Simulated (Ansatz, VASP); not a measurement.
Y3LuO2: VASP beside Ansatz

INCAR

```
SYSTEM = Y3LuO2
  ALGO = Normal
  EDIFF = 1E-6
  ENCUT = 520
  GGA = PE
  ISIF = 2
  ISMEAR = 0
  LASPH = .TRUE.
  LCHARG = .FALSE.
  LREAL = .FALSE.
  LWAVE = .FALSE.
  NBANDS = 44
  NELM = 80
  PREC = Accurate
  SIGMA = 0.1
```

The input KPOINTS:

```
k-points
0
G
  3 3 3
  0 0 0
```

POSCAR

```
Y3LuO2
1.0
    3.3385273100      1.9274996400      3.3972782600
   -3.3385273100      1.9274996400      3.3972782600
    0.0000000000     -3.8549992800      3.3972782600
Y Lu O
3 1 2
Direct
    0.5000000000      0.5000000000      0.0000000000
    0.0000000000      0.5000000000      0.5000000000
    0.5000000000      0.0000000000      0.5000000000
    0.0000000000      0.0000000000      0.0000000000
    0.6381672500      0.6381672500      0.6381672500
    0.3618327500      0.3618327500      0.3618327500
```

Input for Ansatz:

```yaml
crystal:
  lattice:
    - [3.33852731, 1.92749964, 3.39727826]
    - [-3.33852731, 1.92749964, 3.39727826]
    - [0.0, -3.85499928, 3.39727826]
  atoms:
    - { symbol: "Y", position: [0.5, 0.5, 0.0] }
    - { symbol: "Y", position: [0.0, 0.5, 0.5] }
    - { symbol: "Y", position: [0.5, 0.0, 0.5] }
    - { symbol: Lu, position: [0.0, 0.0, 0.0] }
    - { symbol: O, position: [0.63816725, 0.63816725, 0.63816725] }
    - { symbol: O, position: [0.36183275, 0.36183275, 0.36183275] }
basis:
  ecutwfc: 420
kpoints:
  mp_grid: { grid: [3, 3, 3] }
hamiltonian:
  xc: pbe
scf:
  occupations: { method: gaussian, width: 0.1 }
  lower_state_search: "off"
output:
  forces: true
  stress: true
  eigenvalues: true
```

Alike in both runs: task single point; functional PBE; k mesh 3 × 3 × 3; occupations gaussian, width 0.1 eV; no spin polarisation.

|  | VASP | Ansatz |
| --- | --- | --- |
| version | VASP 6.6.1 | Ansatz 0.2.0 |
| potentials or method | VASP PAW PBE potentials, release 64 (Y_sv, Lu, O), cutoff 520 eV | scalar-relativistic, plane waves, PAW |
| valence electrons in the cell | 70 | 70 |

VASP gave:

* gap on the k mesh at the Fermi level (eV): none
* pressure (GPa): 27.1
* traceless stress, the component that is largest in VASP (GPa): -27.10
* rms of the force components (eV/Å): 0.493

Question: Estimate Ansatz's values.

Answer: gap on the k mesh at the Fermi level (eV): none; pressure (GPa): 27.2; traceless stress, the component that is largest in VASP (GPa): -27.00; rms of the force components (eV/Å): 0.493.

Atom by atom the forces differ by 0.000 eV/Å (rms over components). A gap of «none» marks a metal or a gap that the smearing closes.

The k mesh is coarse, so the values compare programs but aren't converged. Neither program's run includes spin-orbit coupling.
